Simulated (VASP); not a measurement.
Here is a VASP 6.6.1 calculation.

File INCAR:

```
ALGO = Normal ; EDIFF = 1E-7
EDIFFG = -0.01 ; ENCUT = 500
GGA = PE ; GGA_COMPAT = F
IBRION = 2 ; ISIF = 3
ISMEAR = 0 ; LASPH = T
LCHARG = F ; LREAL = F
LWAVE = F ; NELM = 120
NELMIN = 4 ; NSW = 60
PREC = Accurate ; SIGMA = 0.01
```

File KPOINTS:

```
k-points
0
Gamma
  4 4 4
```

Contents of POSCAR:

```
CsI
1.0
    4.5667000000      0.0000000000      0.0000000000
    0.0000000000      4.5667000000      0.0000000000
    0.0000000000      0.0000000000      4.5667000000
Cs I
1 1
Direct
    0.0000000000      0.0000000000      0.0000000000
    0.5000000000      0.5000000000      0.5000000000
```

Potentials or basis: VASP PAW PBE potentials, release 64 (Cs_sv, I).

Run with:

```sh
$ cat potpaw_PBE.64/Cs_sv/POTCAR potpaw_PBE.64/I/POTCAR > POTCAR
$ mpirun -np 1 vasp_std > vasp.out
```

Problem. What does it give for the relaxed cell?

Solution. a = 4.673 Å, b = 4.673 Å, c = 4.673 Å, α = 90.00°, β = 90.00°, γ = 90.00°.

Problem. Estimate the band gap on the k mesh.

Solution. 3.66 eV, indirect (least direct gap 3.76 eV).

Problem. What does it give for the space group after relaxing (to 0.05 Å)?

Solution. Pm-3m (No. 221).

Problem. Predict the relaxed volume.

Solution. 51.01 Å³/atom.

The path:
| step | energy change (eV) | largest force (eV/Å) | pressure (GPa) | volume (Å³) |
| --- | --- | --- | --- | --- |
| 1 | 0.0000 | 0.0000 | 0.81 | 95.24 |
| 2 | -0.0121 | 0.0000 | 0.37 | 98.58 |
| 3 | -0.0158 | 0.0000 | -0.05 | 102.48 |
| 4 | -0.0158 | 0.0000 | 0.00 | 102.01 |

Caveat: spin-orbit coupling is left out, which moves the levels of the heavy elements. PBE usually gives volumes a little too large and moduli too small.
